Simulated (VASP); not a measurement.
# VB4Os (P-6m2) in VASP: a series of runs, part 2 of 2

VASP 6.6.1. Earlier steps stand in the parts before.

## (5) Single point, PBE, collinear spin, ferromagnetic start

This run uses another cell than the first one, of 9.35 Å³/atom, 1.077 times its volume.

INCAR reads:

```
PREC = Accurate ; ENCUT = 520
EDIFF = 1E-6 ; ISMEAR = -1
SIGMA = 0.15 ; LREAL = False
LASPH = True ; NELM = 150
ALGO = Normal ; ISIF = 2
LWAVE = False ; LCHARG = False
ISPIN = 2 ; MAGMOM = 2 0 0 0 0 0
LORBIT = 11 ; LMAXMIX = 4
GGA = PE ; NBANDS = 30
```

KPOINTS reads:

```
regular mesh
0
Gamma
  9 9 3
```

POSCAR reads:

```
VB4Os
1.0
    2.9246673036      0.0000000000      0.0000000000
   -1.4623341600      2.5328363441      0.0000000000
    0.0000000000      0.0000000000      7.5759186068
V B Os
1 4 1
Direct
    0.0000000000      0.0000000000      0.0000000000
    0.0000000000      0.0000000000      0.7094840000
    0.3333333333      0.6666666667      0.7969230000
    0.3333333333      0.6666666667      0.2030770000
    0.0000000000      0.0000000000      0.2905160000
    0.3333333333      0.6666666667      0.5000000000
```

Potentials or basis: VASP PAW PBE potentials, release 64 (V_sv, B, Os).

The run is started by

```console
cat potpaw_PBE.64/V_sv/POTCAR potpaw_PBE.64/B/POTCAR potpaw_PBE.64/Os/POTCAR > POTCAR
mpirun -np 1 vasp_std > vasp.out
```

OUTCAR:

```text
PREC = Accurate
   ENCUT = 520
   EDIFF = 1E-6
   ISMEAR = -1
   LREAL = False
   LASPH = True
   NELM = 150
   ISIF = 2
   ISPIN = 2
   LORBIT = 11
   GGA = PE

 ion  position               nearest neighbor table
   1  0.000  0.000  0.000-   2 2.20   5 2.20   3 2.28   4 2.28   3 2.28   4 2.28   4 2.28   3 2.28

   2  0.000  0.000  0.709-   3 1.81   3 1.81   3 1.81   1 2.20   6 2.32   6 2.32   6 2.32
   3  0.333  0.667  0.797-   2 1.81   2 1.81   2 1.81   6 2.25   1 2.28   1 2.28   1 2.28
   4  0.333  0.667  0.203-   5 1.81   5 1.81   5 1.81   6 2.25   1 2.28   1 2.28   1 2.28
   5  0.000  0.000  0.291-   4 1.81   4 1.81   4 1.81   1 2.20   6 2.32   6 2.32   6 2.32
   6  0.333  0.667  0.500-   3 2.25   4 2.25   2 2.32   5 2.32   2 2.32   5 2.32   2 2.32   5 2.32

  LATTYP: Found a hexagonal cell.
 ALAT       =     2.9246673036
 C/A-ratio  =     2.5903522761
[... 1725 lines left out ...]
      0.00000      0.00000      5.37499        -0.000000      0.000000     -0.065313
     -0.00000      1.68856      6.03742        -0.000000      0.000000     -0.222472
     -0.00000      1.68856      1.53849        -0.000000     -0.000000      0.222472
      0.00000      0.00000      2.20093        -0.000000      0.000000      0.065313
     -0.00000      1.68856      3.78796        -0.000000      0.000000      0.000000
 -----------------------------------------------------------------------------------
    total drift:                                0.000004      0.000001      0.000000

  FREE ENERGIE OF THE ION-ELECTRON SYSTEM (eV)
  ---------------------------------------------------
  free  energy   TOTEN  =       -48.8251965420 eV

  energy  without entropy=      -48.6586866248  energy(sigma->0) =      -48.74194158

 total charge

# of ion       s       p       d       tot
------------------------------------------
    1        2.260   6.274   3.093  11.627
    2        0.682   1.203   0.000   1.885
    3        0.692   1.213   0.000   1.905
    4        0.692   1.213   0.000   1.905
    5        0.682   1.203   0.000   1.885
    6        0.587   0.790   6.051   7.429
--------------------------------------------------
tot          5.596  11.897   9.144  26.637

 magnetization (x)

# of ion       s       p       d       tot
------------------------------------------
    1        0.000   0.000   0.000   0.000
    2       -0.000  -0.000   0.000  -0.000
    3       -0.000  -0.000   0.000  -0.000
    4       -0.000  -0.000   0.000  -0.000
    5       -0.000  -0.000   0.000  -0.000
    6       -0.000  -0.000  -0.000  -0.000
--------------------------------------------------
tot         -0.000  -0.000   0.000   0.000
```

OSZICAR:

```text
N       E                     dE             d eps       ncg     rms          rms(c)
DAV:   1     0.237652049100E+03    0.23765E+03   -0.15032E+04  2880   0.108E+03
DAV:   2    -0.453241323376E+02   -0.28298E+03   -0.26476E+03  3012   0.337E+02
DAV:   3    -0.585416050053E+02   -0.13217E+02   -0.12782E+02  3576   0.716E+01
DAV:   4    -0.587345980327E+02   -0.19299E+00   -0.19190E+00  3504   0.855E+00
DAV:   5    -0.587366274529E+02   -0.20294E-02   -0.20283E-02  3490   0.836E-01    0.387E+01
DAV:   6    -0.507097215758E+02    0.80269E+01   -0.28073E+01  3706   0.497E+01    0.118E+01
DAV:   7    -0.490396189561E+02    0.16701E+01   -0.10619E+01  3442   0.294E+01    0.846E+00
DAV:   8    -0.489073933220E+02    0.13223E+00   -0.85844E-01  3698   0.701E+00    0.395E+00
DAV:   9    -0.488586483594E+02    0.48745E-01   -0.50337E-01  3628   0.550E+00    0.207E+00
DAV:  10    -0.488241164739E+02    0.34532E-01   -0.88926E-02  3636   0.235E+00    0.648E-01
DAV:  11    -0.488249935321E+02   -0.87706E-03   -0.74071E-03  3370   0.536E-01    0.276E-01
DAV:  12    -0.488251682937E+02   -0.17476E-03   -0.21718E-04  3658   0.103E-01    0.113E-01
DAV:  13    -0.488252006762E+02   -0.32383E-04   -0.13554E-04  3562   0.814E-02    0.468E-02
DAV:  14    -0.488251951047E+02    0.55715E-05   -0.44816E-05  3486   0.529E-02    0.111E-02
DAV:  15    -0.488251963929E+02   -0.12882E-05   -0.22796E-06  3022   0.937E-03    0.572E-03
DAV:  16    -0.488251965420E+02   -0.14910E-06   -0.57932E-07  1928   0.451E-03
   1 F= -.48825197E+02 E0= -.48741942E+02  d E =-.166510E+00  mag=     0.0002
```

Wall time 37 s (1 thread of Intel Xeon 6975P-C (Granite Rapids), shared host); peak memory 0.24 GiB.

Results:

```
Free energy                                           : -48.8252 eV
Pressure                                              : -13.1 GPa
Largest force                                         : 0.222 eV/Å
Net moment                                            : 0.00 μB per cell
Valence electrons inside the program's atomic spheres : V 11.63; B 1.89, 1.91; Os 7.43
```

Forces in eV/Å, atoms in the order of the input:
```
V    0.000  0.000  0.000
B    0.000  0.000 -0.065
B    0.000  0.000 -0.222
B    0.000  0.000  0.222
B    0.000  0.000  0.065
Os   0.000  0.000  0.000
```

Stress tensor (GPa, compression positive):
```
-12.00   0.00   0.00
  0.00 -12.00   0.00
  0.00   0.00 -15.18
```

Levels at points of the mesh, in eV from the Fermi level:
Spin up:
```tsv
k point	band 13	band 14	band 15	band 16	band 17	band 18	band 19	band 20	band 21	band 22
(0.00, 0.00, 0.00)	-2.16	-2.06	-0.20	-0.20	0.69	0.69	2.30	2.30	4.16	4.16
```
Spin down:
```csv
k point,band 15,band 16,band 17,band 18,band 19,band 20
"(0.00, 0.00, 0.00)",-0.20,-0.20,0.69,0.69,2.30,2.30
```

Caveat: spin-orbit coupling is left out, which moves the levels of the heavy elements.

## (6) Single point, PBE, collinear spin, ferromagnetic start

This run uses another cell than the first one, of 9.58 Å³/atom, 1.103 times its volume.

INCAR reads:

```
PREC = Accurate
ENCUT = 520
EDIFF = 1E-6
ISMEAR = -1
SIGMA = 0.15
LREAL = False
LASPH = True
NELM = 150
ALGO = Normal
ISIF = 2
LWAVE = False
LCHARG = False
ISPIN = 2
MAGMOM = 2 0 0 0 0 0
LORBIT = 11
LMAXMIX = 4
GGA = PE
NBANDS = 30
```

KPOINTS reads:

```
Automatic mesh
0
Gamma
  9 9 3
```

POSCAR: that of step 5 with these lines changed.

```diff
@@ -2,5 +2,5 @@
 1.0
-    2.9246673036      0.0000000000      0.0000000000
-   -1.4623341600      2.5328363441      0.0000000000
-    0.0000000000      0.0000000000      7.5759186068
+    2.9476971282      0.0000000000      0.0000000000
+   -1.4738490763      2.5527807585      0.0000000000
+    0.0000000000      0.0000000000      7.6355739654
 V B Os
```

Potentials or basis: VASP PAW PBE potentials, release 64 (V_sv, B, Os).

The run is started by

```console
cat potpaw_PBE.64/V_sv/POTCAR potpaw_PBE.64/B/POTCAR potpaw_PBE.64/Os/POTCAR > POTCAR
mpirun -np 1 vasp_std > vasp.out
```

OUTCAR:

```text
PREC = Accurate
   ENCUT = 520
   EDIFF = 1E-6
   ISMEAR = -1
   LREAL = False
   LASPH = True
   NELM = 150
   ISIF = 2
   ISPIN = 2
   LORBIT = 11
   GGA = PE

 ion  position               nearest neighbor table
   1  0.000  0.000  0.000-   2 2.22   5 2.22   3 2.30   4 2.30   3 2.30   4 2.30   4 2.30   3 2.30

   2  0.000  0.000  0.709-   3 1.83   3 1.83   3 1.83   1 2.22   6 2.34   6 2.34   6 2.34
   3  0.333  0.667  0.797-   2 1.83   2 1.83   2 1.83   6 2.27   1 2.30   1 2.30   1 2.30
   4  0.333  0.667  0.203-   5 1.83   5 1.83   5 1.83   6 2.27   1 2.30   1 2.30   1 2.30
   5  0.000  0.000  0.291-   4 1.83   4 1.83   4 1.83   1 2.22   6 2.34   6 2.34   6 2.34
   6  0.333  0.667  0.500-   3 2.27   4 2.27   2 2.34   5 2.34   2 2.34   5 2.34   2 2.34   5 2.34

  LATTYP: Found a hexagonal cell.
 ALAT       =     2.9476971282
 C/A-ratio  =     2.5903522761

  Lattice vectors:

 A1 = (   2.9476971282,   0.0000000000,   0.0000000000)
 A2 = (  -1.4738490763,   2.5527807585,   0.0000000000)
 A3 = (   0.0000000000,   0.0000000000,   7.6355739654)

Analysis of symmetry for initial positions (statically):
=====================================================================
 Subroutine PRICEL returns:
 Original cell was already a primitive cell.

 Routine SETGRP: Setting up the symmetry group for a
 hexagonal supercell.

 Subroutine GETGRP returns: Found 12 space group operations
 (whereof 12 operations were pure point group operations)
 out of a pool of 24 trial point group operations.

The static configuration has the point symmetry D_3h.

Analysis of symmetry for dynamics (positions and initial velocities):
=====================================================================
 Subroutine PRICEL returns:
 Original cell was already a primitive cell.

 Routine SETGRP: Setting up the symmetry group for a
 hexagonal supercell.

 Subroutine GETGRP returns: Found 12 space group operations
 (whereof 12 operations were pure point group operations)
 out of a pool of 24 trial point group operations.

The dynamic configuration has the point symmetry D_3h.

Analysis of structural, dynamic, and magnetic symmetry:
=====================================================================
 Subroutine PRICEL returns:
 Original cell was already a primitive cell.

 Routine SETGRP: Setting up the symmetry group for a
 hexagonal supercell.

 Subroutine GETGRP returns: Found 12 space group operations
 (whereof 12 operations were pure point group operations)
 out of a pool of 24 trial point group operations.

The overall configuration has the point symmetry D_3h.

 Subroutine INISYM returns: Found 12 space group operations
 (whereof 12 operations are pure point group operations),
 and found     1 'primitive' translations

----------------------------------------------------------------------------------------

                                     Primitive cell

  volume of cell :      57.4564

  direct lattice vectors                    reciprocal lattice vectors
     2.947697128  0.000000000  0.000000000     0.339247879  0.195864910  0.000000000
    -1.473849076  2.552780758  0.000000000     0.000000000  0.391729684  0.000000000
     0.000000000  0.000000000  7.635573965     0.000000000  0.000000000  0.130965924

  length of vectors
     2.947697128  2.947697525  7.635573965     0.391729737  0.391729684  0.130965924
[... 94 lines left out ...]
   ISIF   =      2    stress and relaxation
   ISYM   =      2    0-nonsym 1-usesym 2-fastsym
   POTIM  = 0.5000    time-step for ionic-motion
   TEBEG  =    0.0;   TEEND  =   0.0 temperature during run
   PSTRESS=    0.0 pullay stress
   NELECT =      33.0000    total number of electrons
   NUPDOWN=      -1.0000    fix difference up-down
   EMIN   =  10.00;   EMAX   =-10.00  energy-range for DOS
   EFERMI =   0.00;   METHOD = LEGACY
   ISMEAR =    -1;   SIGMA  =   0.15  broadening in eV -4-tet -1-fermi 0-gaus
   EFERMI_NEDOS =   21; number of points for ismear=-14 and -15
   IALGO  =     38    algorithm
   IMIX   =      4    mixing-type and parameters
     AMIX     =   0.40;   BMIX     =  1.00
     AMIX_MAG =   1.60;   BMIX_MAG =  1.00
  volume/ion in A,a.u.               =       9.58        64.62
  Fermi-wavevector in a.u.,A,eV,Ry     =   1.360818  2.571574 25.195626  1.851826
  Thomas-Fermi vector in A             =   2.487448
   LORBIT       =     11    0 simple, 1 ext, 2 COOP (PROOUT), +10 PAW based schemes
   GGA     = PE    functional components
   LHFCALC =     F    Hartree Fock is set to
   AEXX    =    0.0000 exact exchange contribution
   IVDW    =     0    specifies the selected vdW correction
   LEPSILON=     F    determine dielectric tensor
   LRPA    =     F    only Hartree local field effects (RPA)
 spin polarized calculation
  energy-cutoff  :      520.00
  volume of cell :       57.46
 maximum number of plane-waves:      1582
 NGX is ok and might be reduce to    24
   NGX = 11   NGY = 11   NGZ = 29

 number of electron      32.9999993 magnetization       0.0010308

 Free energy of the ion-electron system (eV)
  ---------------------------------------------------
  ext. energy  EPLUGINS =         0.00000000
  ---------------------------------------------------
  free energy    TOTEN  =       -48.69416022 eV

  energy without entropy =      -48.52160295  energy(sigma->0) =      -48.60788159

 E-fermi :   7.5900     XC(G=0): -12.5623

 val. band max:        7.5564624108   @ k =   0.2222  -0.0000   0.0000
 cond. band min:       7.5925559060   @ k =   0.3333   0.2222   0.0000
 fundamental gap:      0.0360934952
 Fermi energy:         7.5900013299

 spin component 1

 k-point     1 :       0.0000    0.0000    0.0000
  band No.  band energies     occupation
      1     -56.3248      1.00000
      2     -30.1496      1.00000
      3     -30.0391      1.00000
      4     -30.0391      1.00000
      5      -5.6391      1.00000
      6      -3.9475      1.00000
[... 733 lines left out ...]
     27      16.8953      0.00000
     28      18.8532      0.00000
 Fermi energy:         7.5900013299

 spin component 2

 k-point     1 :       0.0000    0.0000    0.0000
  band No.  band energies     occupation
      1     -56.3242      1.00000
      2     -30.1492      1.00000
      3     -30.0384      1.00000
      4     -30.0384      1.00000
      5      -5.6391      1.00000
      6      -3.9474      1.00000
[... 733 lines left out ...]
     27      16.8953      0.00000
     28      18.8535      0.00000
 [bands above 28 left out]

------------------------ aborting loop because EDIFF is reached ----------------------------------------

  FORCE on cell =-STRESS in cart. coord.  units (eV):
  Direction    XX          YY          ZZ          XY          YZ          ZX
  --------------------------------------------------------------------------------------
  -------------------------------------------------------------------------------------
  Total       -6.0137928     -6.0137935     -7.8054307      0.0000012      0.0000000      0.0000000
  in kB     -167.6953332   -167.6953546   -217.6553724      0.0000336      0.0000000      0.0000000
  external PRESSURE =    -184.3486868 kB  Pullay stress =       0.0000000 kB

 VOLUME and BASIS-vectors are now :
 -----------------------------------------------------------------------------
  energy-cutoff  :      520.00
  volume of cell :       57.46
      direct lattice vectors                 reciprocal lattice vectors
     2.947697128  0.000000000  0.000000000     0.339247879  0.195864910  0.000000000
    -1.473849076  2.552780758  0.000000000     0.000000000  0.391729684  0.000000000
     0.000000000  0.000000000  7.635573965     0.000000000  0.000000000  0.130965924

 POSITION                                       TOTAL-FORCE (eV/Angst)
 -----------------------------------------------------------------------------------
      0.00000      0.00000      0.00000         0.000000      0.000000      0.000000
      0.00000      0.00000      5.41732        -0.000000     -0.000000     -0.062829
     -0.00000      1.70185      6.08496         0.000000      0.000000     -0.318632
     -0.00000      1.70185      1.55061         0.000000      0.000000      0.318632
      0.00000      0.00000      2.21826        -0.000000     -0.000000      0.062829
     -0.00000      1.70185      3.81779        -0.000000      0.000000      0.000000
 -----------------------------------------------------------------------------------
    total drift:                                0.000004      0.000001      0.000000

  FREE ENERGIE OF THE ION-ELECTRON SYSTEM (eV)
  ---------------------------------------------------
  free  energy   TOTEN  =       -48.6941602225 eV

  energy  without entropy=      -48.5216029522  energy(sigma->0) =      -48.60788159

 total charge

# of ion       s       p       d       tot
------------------------------------------
    1        2.254   6.263   3.069  11.585
    2        0.677   1.179   0.000   1.856
    3        0.687   1.190   0.000   1.877
    4        0.687   1.190   0.000   1.877
    5        0.677   1.179   0.000   1.856
    6        0.575   0.759   6.020   7.354
--------------------------------------------------
tot          5.556  11.760   9.088  26.405

 magnetization (x)

# of ion       s       p       d       tot
------------------------------------------
    1        0.000   0.000   0.000   0.000
    2       -0.000  -0.000   0.000  -0.000
    3       -0.000  -0.000   0.000  -0.000
    4       -0.000  -0.000   0.000  -0.000
    5       -0.000  -0.000   0.000  -0.000
    6       -0.000  -0.000  -0.000  -0.000
--------------------------------------------------
tot         -0.000   0.000   0.000   0.000
```

It took 37 s on 1 thread of Intel Xeon 6975P-C (Granite Rapids), shared host; peak memory 0.24 GiB.

What came out:

```yaml
Free_energy: -48.6942 eV
Pressure: -18.4 GPa
Largest_force: 0.319 eV/Å
Net_moment: 0.00 μB per cell
Valence_electrons_inside_the_program's_atomic_spheres: V 11.59; B 1.86, 1.88; Os 7.35
```

Forces in eV/Å, atoms in the order of the input:
```
V    0.000  0.000  0.000
B    0.000  0.000 -0.063
B    0.000  0.000 -0.319
B    0.000  0.000  0.319
B    0.000  0.000  0.063
Os   0.000  0.000  0.000
```

Levels at points of the mesh, in eV from the Fermi level:
Spin up:
| k point | band 13 | band 14 | band 15 | band 16 | band 17 | band 18 | band 19 | band 20 | band 21 | band 22 |
| --- | --- | --- | --- | --- | --- | --- | --- | --- | --- | --- |
| (0.00, 0.00, 0.00) | -2.11 | -2.00 | -0.19 | -0.19 | 0.67 | 0.67 | 2.26 | 2.26 | 4.06 | 4.06 |
Spin down:
| k point | band 14 | band 15 | band 16 | band 17 | band 18 | band 19 | band 20 | band 21 |
| --- | --- | --- | --- | --- | --- | --- | --- | --- |
| (0.00, 0.00, 0.00) | -2.00 | -0.19 | -0.19 | 0.67 | 0.67 | 2.26 | 2.26 | 4.06 |

Caveat: spin-orbit coupling is left out, which moves the levels of the heavy elements.

## (7) Single point, PBE, collinear spin, ferromagnetic start

This run uses another cell than the first one, of 9.80 Å³/atom, 1.128 times its volume.

INCAR reads:

```
SYSTEM = VB4Os
ALGO = Normal ; EDIFF = 1E-7
ENCUT = 520 ; GGA = PE
ISIF = 2 ; ISMEAR = -1
ISPIN = 2 ; LASPH = .TRUE.
LCHARG = .FALSE. ; LMAXMIX = 4
LORBIT = 11 ; LREAL = .FALSE.
LWAVE = .FALSE. ; MAGMOM = 2 0 0 0 0 0
NBANDS = 30 ; NELM = 150
PREC = Accurate ; SIGMA = 0.15
```

KPOINTS reads:

```
k-points
0
G
  9 9 3
  0 0 0
```

POSCAR: that of step 6 with these lines changed.

```diff
@@ -2,5 +2,5 @@
 1.0
-    2.9476971282      0.0000000000      0.0000000000
-   -1.4738490763      2.5527807585      0.0000000000
-    0.0000000000      0.0000000000      7.6355739654
+    2.9703726126      0.0000000000      0.0000000000
+   -1.4851868224      2.5724183053      0.0000000000
+    0.0000000000      0.0000000000      7.6943114580
 V B Os
```

The run is started by

```console
cat potpaw_PBE.64/V_sv/POTCAR potpaw_PBE.64/B/POTCAR potpaw_PBE.64/Os/POTCAR > POTCAR
mpirun -np 1 vasp_std > vasp.out
```

It took 50 s on 1 thread of Intel Xeon 6975P-C (Granite Rapids), shared host; peak memory 0.25 GiB.

It converged, with:

| Item | Value |
| --- | --- |
| Free energy | -48.5210 eV |
| Pressure | -23.2 GPa |
| Largest force | 0.408 eV/Å |
| Net moment | 0.00 μB per cell |
| Valence electrons inside the program's atomic spheres | V 11.55; B 1.83, 1.85; Os 7.28 |

Forces in eV/Å, atoms in the order of the input:
```
V    0.000  0.000  0.000
B    0.000  0.000 -0.058
B    0.000  0.000 -0.408
B    0.000  0.000  0.408
B    0.000  0.000  0.058
Os   0.000  0.000  0.000
```

Stress tensor (GPa, compression positive):
```
-20.96   0.00   0.00
  0.00 -20.96   0.00
  0.00   0.00 -27.56
```

Levels at points of the mesh, in eV from the Fermi level:
Spin up:
```
           k point  band 14  band 15  band 16  band 17  band 18  band 19  band 20  band 21
(0.00, 0.00, 0.00)    -1.95    -0.19    -0.19     0.65     0.65     2.22     2.22     3.96
```
Spin down:
| k point | band 15 | band 16 | band 17 | band 18 | band 19 | band 20 |
| --- | --- | --- | --- | --- | --- | --- |
| (0.00, 0.00, 0.00) | -0.19 | -0.19 | 0.65 | 0.65 | 2.22 | 2.22 |

Caveat: spin-orbit coupling is left out, which moves the levels of the heavy elements.

## (8) Summary

| cell | gap on the mesh (eV) | pressure (GPa) | moment (μB) | largest force (eV/Å) |
| --- | --- | --- | --- | --- |
| a = 2.853, b = 2.853, c = 7.391 Å, angles 90.0, 90.0, 120.0°, 6 atoms | none | 7.9 | 0.00 | 0.12 |
| a = 2.877, b = 2.877, c = 7.454 Å, angles 90.0, 90.0, 120.0°, 6 atoms | none | 0.0 | 0.00 | 0.06 |
| a = 2.901, b = 2.901, c = 7.515 Å, angles 90.0, 90.0, 120.0°, 6 atoms | none | -7.0 | 0.00 | 0.12 |
| a = 2.925, b = 2.925, c = 7.576 Å, angles 90.0, 90.0, 120.0°, 6 atoms | none | -13.1 | 0.00 | 0.22 |
| a = 2.948, b = 2.948, c = 7.636 Å, angles 90.0, 90.0, 120.0°, 6 atoms | none | -18.4 | 0.00 | 0.32 |
| a = 2.970, b = 2.970, c = 7.694 Å, angles 90.0, 90.0, 120.0°, 6 atoms | none | -23.2 | 0.00 | 0.41 |

Alike in all rows: task single point; level PBE; potentials or basis VASP PAW PBE potentials, release 64 (V_sv, B, Os); spin collinear, ferromagnetic start; k mesh 9 × 9 × 3; cutoff (eV) 520; smearing fermi-dirac 0.15 eV.

Caveats: spin-orbit coupling is left out, which moves the levels of the heavy elements.

Total energies depend on the potentials used, so only differences within one code and one set of settings carry meaning.
